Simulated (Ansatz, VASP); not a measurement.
# One calculation of Se, two programs

```
Se
1.0
     0.00000    2.97196    2.97196
     2.97196    0.00000    2.97196
     2.97196    2.97196    0.00000
Se
2
Direct
  0.87500 0.87500 0.87500
  0.12500 0.12500 0.12500
```

Alike in both runs: task single point; functional LDA; k mesh 9 × 9 × 9; occupations fermi-dirac, width 0.05 eV; no spin polarisation.

|  | VASP | Ansatz |
| --- | --- | --- |
| version | VASP 6.6.1 | Ansatz 0.2.0 |
| potentials or method | VASP PAW LDA potentials, release 64 (Se), cutoff 520 eV | all-electron LAPW, scalar-relativistic |

|  | VASP | Ansatz | Ansatz less VASP |
| --- | --- | --- | --- |
| pressure (GPa) | 6.8 | 6.6 | -0.19 |

LDA's correlation is that of Perdew and Zunger in VASP and of Perdew and Wang (1992) in Ansatz. Ansatz ran all-electron here, and VASP with PAW potentials.
